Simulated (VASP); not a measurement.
## Ge: single point with LDA

Ge:

```
CELL_PARAMETERS angstrom
0.00000 2.60986 2.60986
2.60986 0.00000 2.60986
2.60986 2.60986 0.00000
ATOMIC_POSITIONS crystal
Ge 0.87500 0.87500 0.87500
Ge 0.12500 0.12500 0.12500
```

This cell differs from its parent crystal: volume scaled by 0.8.

```json
{"Program": "VASP 6.6.1", "Task": "single point", "Functional": "LDA", "Potentials or basis": "VASP PAW LDA potentials, release 64 (Ge_d)", "Cutoff": "520 eV", "k mesh": "12 × 12 × 12", "Occupations": "fermi-dirac, width 0.1 eV", "Spin": "no spin polarisation", "Dipole correction": "no", "Further INCAR settings": "ALGO = Normal; EDIFF = 1e-06; NBANDS = 21"}
```

| Quantity | Value |
| --- | --- |
| Pressure | 27.3 GPa |
| Band gap on the k mesh | 0.07 eV, indirect (least direct gap 2.24 eV) |

Levels at points of the mesh, in eV from the valence-band top:
| k point | band 11 | band 12 | band 13 | band 14 | band 15 | band 16 | band 17 | band 18 |
| --- | --- | --- | --- | --- | --- | --- | --- | --- |
| (0.00, 0.00, 0.00) | -14.91 | 0.00 | 0.00 | 0.00 | 2.24 | 2.58 | 2.58 | 2.58 |
| (0.50, 0.00, 0.00) | -12.14 | -9.04 | -1.83 | -1.83 | 0.91 | 3.77 | 3.77 | 6.97 |
| (0.50, 0.50, 0.00) | -10.02 | -10.02 | -4.05 | -4.05 | 0.26 | 0.26 | 11.54 | 11.54 |

Wall time 25 s on 1 thread of Intel(R) Xeon(R) 6975P-C (Granite Rapids) (shared host), peak memory 0.16 GiB.

 A k mesh can miss the band edges.
